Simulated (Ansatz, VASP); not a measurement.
Two plane-wave programs on PbSe2

```
Pb Se
1.0
     0.00000    3.44738    3.44738
     3.44738    0.00000    3.44738
     3.44738    3.44738    0.00000
Pb Se
1 2
Direct
  0.00000 0.00000 0.00000
  0.25000 0.25000 0.25000
  0.75000 0.75000 0.75000
```

Alike in both runs: task single point; functional LDA; k mesh 4 × 4 × 4; occupations gaussian, width 0.05 eV; no spin polarisation.

|  | VASP | Ansatz |
| --- | --- | --- |
| version | VASP 6.6.1 | Ansatz 0.2.0 |
| potentials or method | VASP PAW LDA potentials, release 64 (Pb_d, Se), cutoff 500 eV | scalar-relativistic, plane waves, PAW |
| valence electrons in the cell | 26 | 46 |

```tsv
	VASP	Ansatz	Ansatz less VASP
gap on the k mesh at the Fermi level (eV)	none	none	-
pressure (GPa)	0.3	0.3	-0.01
```

LDA's correlation is that of Perdew and Zunger in VASP and of Perdew and Wang (1992) in Ansatz. A gap of «none» marks a metal or a gap that the smearing closes. VASP's potentials hold 26 valence electrons a cell and Ansatz's 46, so a difference there can come from the potentials and not from the codes.

The k mesh is coarse, so the values compare programs but aren't converged. Neither program's run includes spin-orbit coupling.
